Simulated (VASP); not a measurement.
PtS2, 3 atoms in the cell. It takes space group P-3m1 (No. 164, trigonal). Conventional cell: a = 3.577 Å, b = 3.577 Å, c = 6.458 Å, α = 90.00°, β = 90.00°, γ = 120.00°. Pt (site symmetry -3m) has 6 S at 2.40 Å within 3.2 Å. S (site symmetry 3m) has 3 Pt at 2.40 Å within 3.2 Å. 

```yaml
Program: VASP 6.6.1
Task: single point
Functional: PBE
Potentials_or_basis: VASP PAW PBE potentials, release 64 (Pt, S)
Cutoff: 520 eV
k_mesh: 9 × 9 × 6
Occupations: gaussian, width 0.02 eV
Spin: no spin polarisation
Dipole_correction: no
Further_INCAR_settings: ALGO = Normal; EDIFF = 1e-06; NBANDS = 18
```

Potentials or basis: VASP PAW PBE potentials, release 64 (Pt, S).

Command:

```sh
$ cat potpaw_PBE.64/Pt/POTCAR potpaw_PBE.64/S/POTCAR > POTCAR
$ mpirun -np 1 vasp_std > vasp.out
```

Hardware: 1 thread of AMD EPYC 7R13, on a shared host.

Question: Estimate the wall time of this run.

Answer: It took 100 s on 1 thread of AMD EPYC 7R13 (shared host), peak memory 0.2 GiB. Counts: scf iterations 14, k points 62.
